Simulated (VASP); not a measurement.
# HfN (Fm-3m) in VASP: single point with PBEsol

Aim: the single point of HfN with PBEsol.

All numbers are computed with VASP 6.6.1; they aren't measurements. Logs are shortened: lines on timing, memory, paths and dates and some standing lists are left out, and cuts for length are marked.

**1. The cell of the first run**

It takes space group Fm-3m (No. 225, cubic). Conventional cell: a = 4.512 Å, b = 4.512 Å, c = 4.512 Å, α = 90.00°, β = 90.00°, γ = 90.00°. Within 3.0 Å of Hf (site symmetry m-3m) lie 6 N at 2.26 Å. N (site symmetry m-3m) has 6 Hf at 2.26 Å within 3.0 Å.

**2. Single point, PBEsol**

The input, INCAR:

```
ALGO = Normal
EDIFF = 1E-6
ENCUT = 520
GGA = PS
ISIF = 2
ISMEAR = -1
LASPH = True
LCHARG = False
LREAL = False
LWAVE = False
NBANDS = 14
NELM = 80
PREC = Accurate
SIGMA = 0.05
```

The input, KPOINTS:

```
k-points
0
Gamma
  8 8 8
```

The input, POSCAR:

```
HfN
1.0
    0.0000000000      2.2560000000      2.2560000000
    2.2560000000      0.0000000000      2.2560000000
    2.2560000000      2.2560000000      0.0000000000
Hf N
1 1
Direct
    0.0000000000      0.0000000000      0.0000000000
    0.5000000000      0.5000000000      0.5000000000
```

Potentials or basis: VASP PAW PBE potentials, release 64 (Hf_pv, N).

On the command line:

```bash
$ cat potpaw_PBE.64/Hf_pv/POTCAR potpaw_PBE.64/N/POTCAR > POTCAR
$ mpirun -np 1 vasp_std > vasp.out
```

OUTCAR:

```text
EDIFF = 1E-6
   ENCUT = 520
   GGA = PS
   ISIF = 2
   ISMEAR = -1
   LASPH = True
   LREAL = False
   NELM = 80
   PREC = Accurate

 ion  position               nearest neighbor table
   1  0.000  0.000  0.000-   2 2.26   2 2.26   2 2.26   2 2.26   2 2.26   2 2.26
   2  0.500  0.500  0.500-   1 2.26   1 2.26   1 2.26   1 2.26   1 2.26   1 2.26

  LATTYP: Found a face centered cubic cell.
 ALAT       =     4.5120000000

  Lattice vectors:

 A1 = (   0.0000000000,   2.2560000000,   2.2560000000)
 A2 = (   2.2560000000,   0.0000000000,   2.2560000000)
 A3 = (   2.2560000000,   2.2560000000,   0.0000000000)

Analysis of symmetry for initial positions (statically):
=====================================================================
 Subroutine PRICEL returns:
 Original cell was already a primitive cell.

 Routine SETGRP: Setting up the symmetry group for a
 face centered cubic supercell.

 Subroutine GETGRP returns: Found 48 space group operations
 (whereof 48 operations were pure point group operations)
 out of a pool of 48 trial point group operations.

The static configuration has the point symmetry O_h .

Analysis of symmetry for dynamics (positions and initial velocities):
=====================================================================
 Subroutine PRICEL returns:
 Original cell was already a primitive cell.

 Routine SETGRP: Setting up the symmetry group for a
 face centered cubic supercell.

 Subroutine GETGRP returns: Found 48 space group operations
 (whereof 48 operations were pure point group operations)
 out of a pool of 48 trial point group operations.

The dynamic configuration has the point symmetry O_h .

 Subroutine INISYM returns: Found 48 space group operations
 (whereof 48 operations are pure point group operations),
 and found     1 'primitive' translations

----------------------------------------------------------------------------------------

                                     Primitive cell

  volume of cell :      22.9640

  direct lattice vectors                    reciprocal lattice vectors
     0.000000000  2.256000000  2.256000000    -0.221631206  0.221631206  0.221631206
     2.256000000  0.000000000  2.256000000     0.221631206 -0.221631206  0.221631206
     2.256000000  2.256000000  0.000000000     0.221631206  0.221631206 -0.221631206

  length of vectors
     3.190465797  3.190465797  3.190465797     0.383876509  0.383876509  0.383876509

  position of ions in fractional coordinates (direct lattice)
     0.000000000  0.000000000  0.000000000
     0.500000000  0.500000000  0.500000000

  ion indices of the primitive-cell ions
   primitive index   ion index
                 1           1
                 2           2

----------------------------------------------------------------------------------------

 KPOINTS: k-points

Automatic generation of k-mesh.
 Grid dimensions read from file:
 generate k-points for:    8    8    8

 Generating k-lattice:

  Cartesian coordinates                     Fractional coordinates (reciprocal lattice)
    -0.027703901  0.027703901  0.027703901     0.125000000  0.000000000  0.000000000
     0.027703901 -0.027703901  0.027703901     0.000000000  0.125000000  0.000000000
     0.027703901  0.027703901 -0.027703901     0.000000000  0.000000000  0.125000000

  Length of vectors
     0.047984564  0.047984564  0.047984564

  Shift w.r.t. Gamma in fractional coordinates (k-lattice)
     0.000000000  0.000000000  0.000000000

 Subroutine IBZKPT returns following result:
 ===========================================

 Found     29 irreducible k-points:

 Following reciprocal coordinates:
            Coordinates               Weight
  0.000000  0.000000  0.000000      1.000000
  0.125000  0.000000  0.000000      8.000000
  0.250000  0.000000  0.000000      8.000000
  0.375000  0.000000  0.000000      8.000000
  0.500000  0.000000  0.000000      4.000000
  0.125000  0.125000  0.000000      6.000000
[... 16 lines left out ...]
  0.500000  0.250000  0.125000     48.000000
 -0.375000  0.250000  0.125000     24.000000
 [... further k-points ...]
   k-points           NKPTS =     29   k-points in BZ     NKDIM =     29   number of bands    NBANDS=     14
   number of dos      NEDOS =    301   number of ions     NIONS =      2
   total plane-waves  NPLWV =  13824
   dimension x,y,z NGX =    24 NGY =   24 NGZ =   24
   dimension x,y,z NGXF=    48 NGYF=   48 NGZF=   48
   ions per type =               1   1
   NGX,Y,Z   is equivalent  to a cutoff of  12.51, 12.51, 12.51 a.u.
   NGXF,Y,Z  is equivalent  to a cutoff of  25.01, 25.01, 25.01 a.u.
 SYSTEM =  unknown system
   PREC   = accura    normal or accurate (medium, high low for compatibility)
   ISTART =      0    job   : 0-new  1-cont  2-samecut
   ICHARG =      2    charge: 1-file 2-atom 10-const
   ISPIN  =      1    spin polarized calculation?
   LNONCOLLINEAR =      F non collinear calculations
   LSORBIT =      F    spin-orbit coupling
   LASPH  =      T    aspherical Exc in radial PAW
   ENCUT  =  520.0 eV  38.22 Ry    6.18 a.u.   5.93  5.93  5.93*2*pi/ulx,y,z
   NELM   =     80;   NELMIN=  2; NELMDL= -5     # of ELM steps
   EDIFF  = 0.1E-05   stopping-criterion for ELM
   LREAL  =      F    real-space projection
   EDIFFG = 0.1E-04   stopping-criterion for IOM
   NSW    =      0    number of steps for IOM
   IBRION =     -1    ionic relax: 0-MD 1-quasi-New 2-CG
   NFREE  =      0    steps in history (QN), initial steepest desc. (CG)
   ISIF   =      2    stress and relaxation
   ISYM   =      2    0-nonsym 1-usesym 2-fastsym
   POTIM  = 0.5000    time-step for ionic-motion
   TEBEG  =    0.0;   TEEND  =   0.0 temperature during run
   PSTRESS=    0.0 pullay stress
   NELECT =      15.0000    total number of electrons
   NUPDOWN=      -1.0000    fix difference up-down
   EMIN   =  10.00;   EMAX   =-10.00  energy-range for DOS
   EFERMI =   0.00;   METHOD = LEGACY
   ISMEAR =    -1;   SIGMA  =   0.05  broadening in eV -4-tet -1-fermi 0-gaus
   EFERMI_NEDOS =   21; number of points for ismear=-14 and -15
   IALGO  =     38    algorithm
   IMIX   =      4    mixing-type and parameters
     AMIX     =   0.40;   BMIX     =  1.00
     AMIX_MAG =   1.60;   BMIX_MAG =  1.00
  volume/ion in A,a.u.               =      11.48        77.48
  Fermi-wavevector in a.u.,A,eV,Ry     =   1.420440  2.684242 27.451783  2.017649
  Thomas-Fermi vector in A             =   2.541355
   LORBIT       =      0    0 simple, 1 ext, 2 COOP (PROOUT), +10 PAW based schemes
   GGA     = PS    functional components
   LHFCALC =     F    Hartree Fock is set to
   AEXX    =    0.0000 exact exchange contribution
   IVDW    =     0    specifies the selected vdW correction
   LEPSILON=     F    determine dielectric tensor
   LRPA    =     F    only Hartree local field effects (RPA)
 non-spin polarized calculation
  energy-cutoff  :      520.00
  volume of cell :       22.96
 maximum number of plane-waves:       636
   NGX = 11   NGY = 11   NGZ = 11

 number of electron      15.0000001 magnetization

 Free energy of the ion-electron system (eV)
  ---------------------------------------------------
  ext. energy  EPLUGINS =         0.00000000
  ---------------------------------------------------
  free energy    TOTEN  =       -22.97635566 eV

  energy without entropy =      -22.96937999  energy(sigma->0) =      -22.97286782

 E-fermi :   8.2188     XC(G=0): -12.9151

 val. band max:        8.1754888643   @ k =   0.1250   0.0000   0.0000
 cond. band min:       8.2268757762   @ k =   0.3750   0.1250   0.0000
 fundamental gap:      0.0513869120
 Fermi energy:         8.2188076376

 k-point     1 :       0.0000    0.0000    0.0000
  band No.  band energies     occupation
      1     -22.8202      2.00000
      2     -22.8202      2.00000
      3     -22.8202      2.00000
      4      -9.2206      2.00000
      5       5.2554      2.00000
      6       5.2554      2.00000
      7       5.2554      2.00000
      8       7.8573      1.99855
      9       7.8573      1.99855
     10       7.8573      1.99855
     11      10.0872      0.00000
     12      10.1831      0.00000
     13      10.1831      0.00000
     14      17.7802      0.00000

 k-point     2 :       0.1250    0.0000    0.0000
  band No.  band energies     occupation
      1     -22.9777      2.00000
      2     -22.8334      2.00000
      3     -22.8334      2.00000
      4      -8.8617      2.00000
      5       3.9166      2.00000
      6       4.4548      2.00000
      7       4.4548      2.00000
      8       8.1755      1.40798
      9       8.3538      0.12591
     10       8.3538      0.12591
     11      11.1263      0.00000
     12      11.3027      0.00000
     13      11.3027      0.00000
     14      18.9544      0.00000

 k-point     3 :       0.2500    0.0000    0.0000
  band No.  band energies     occupation
      1     -23.3367      2.00000
      2     -22.8649      2.00000
      3     -22.8649      2.00000
      4      -7.9543      2.00000
      5       1.7870      2.00000
      6       3.2164      2.00000
      7       3.2164      2.00000
      8       8.7932      0.00002
      9       9.5617      0.00000
     10       9.5617      0.00000
     11      12.9445      0.00000
     12      13.5912      0.00000
     13      13.5912      0.00000
     14      20.4830      0.00000
[... 324 lines left out ...]
 k-point    23 :       0.5000    0.2500    0.1250
  band No.  band energies     occupation
      1     -23.5726      2.00000
      2     -23.1310      2.00000
      3     -22.9637      2.00000
      4      -7.1707      2.00000
      5       0.6742      2.00000
      6       2.5048      2.00000
      7       2.9362      2.00000
      8       8.4768      0.01143
      9      11.7618      0.00000
     10      12.0159      0.00000
     11      13.2504      0.00000
     12      15.5017      0.00000
     13      17.4288      0.00000
     14      19.4412      0.00000

 k-point    24 :      -0.3750    0.2500    0.1250
  band No.  band energies     occupation
      1     -23.6459      2.00000
      2     -23.1547      2.00000
      3     -22.9926      2.00000
      4      -6.9721      2.00000
      5       0.4801      2.00000
      6       2.4778      2.00000
      7       2.5419      2.00000
      8       9.8796      0.00000
      9      10.3106      0.00000
     10      12.6307      0.00000
     11      14.6379      0.00000
     12      16.0539      0.00000
     13      17.6607      0.00000
     14      18.9491      0.00000

 [... further k-points ...]
[... 5 lines left out ...]
  --------------------------------------------------------------------------------------
  -------------------------------------------------------------------------------------
  Total       -0.5540174     -0.5540174     -0.5540174      0.0000000      0.0000000     -0.0000000
  in kB      -38.6533145    -38.6533145    -38.6533145      0.0000000      0.0000000     -0.0000000
  external PRESSURE =     -38.6533145 kB  Pullay stress =       0.0000000 kB

 VOLUME and BASIS-vectors are now :
 -----------------------------------------------------------------------------
  energy-cutoff  :      520.00
  volume of cell :       22.96
      direct lattice vectors                 reciprocal lattice vectors
     0.000000000  2.256000000  2.256000000    -0.221631206  0.221631206  0.221631206
     2.256000000  0.000000000  2.256000000     0.221631206 -0.221631206  0.221631206
     2.256000000  2.256000000  0.000000000     0.221631206  0.221631206 -0.221631206

 POSITION                                       TOTAL-FORCE (eV/Angst)
 -----------------------------------------------------------------------------------
      0.00000      0.00000      0.00000         0.000000     -0.000000      0.000000
      2.25600      2.25600      2.25600        -0.000000      0.000000     -0.000000
 -----------------------------------------------------------------------------------
    total drift:                                0.000000     -0.000000     -0.000000

  FREE ENERGIE OF THE ION-ELECTRON SYSTEM (eV)
  ---------------------------------------------------
  free  energy   TOTEN  =       -22.9763556550 eV

  energy  without entropy=      -22.9693799946  energy(sigma->0) =      -22.97286782
```

Wall time 5.4 s (1 thread of Intel Xeon Platinum 8488C (Sapphire Rapids), shared host); peak memory 0.14 GiB.

What came out:

```
Free energy : -22.9764 eV
Pressure    : -3.9 GPa
```

Caveat: the PAW data sets were made with another functional, which shifts forces and pressure a little; spin-orbit coupling is left out, which moves the levels of the heavy elements.
